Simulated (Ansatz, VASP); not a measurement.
## One calculation of BaO, two programs

```xyz
2
Lattice="0.0000 2.7719 2.7719 2.7719 0.0000 2.7719 2.7719 2.7719 0.0000" Properties=species:S:1:pos:R:3 pbc="T T T"
Ba    0.0000    0.0000    0.0000
O     2.7719    2.7719    2.7719
```

Alike in both runs: task single point; functional PBE-based screened hybrid with a share of 0.75 of exact exchange and HFSCREEN = 0.2078; k mesh 4 × 4 × 4; no spin polarisation.

|  | VASP | Ansatz |
| --- | --- | --- |
| version | VASP 6.6.1 | Ansatz 0.2.0 |
| potentials or method | VASP PAW PBE potentials, release 64 (Ba_sv, O) | plane waves |
| plane-wave cutoff (eV) | 520 | 420 |
| occupations | gaussian, width 0.01 eV | fixed |
| valence electrons in the cell | 16 | 16 |

Ansatz gave:

```
gap on the k mesh at the Fermi level (eV) : 6.12
pressure (GPa)                            : -3.7
```

Problem. What did VASP give for the same quantities?

Solution. gap on the k mesh at the Fermi level (eV): 6.05; pressure (GPa): -2.2.

VASP's potentials were made for PBE, not for PBE-based screened hybrid. Ansatz's warnings: stress exchange threshold loose, stress scf threshold loose.

The k mesh is coarse, so the values compare programs but aren't converged. Neither program's run includes spin-orbit coupling.
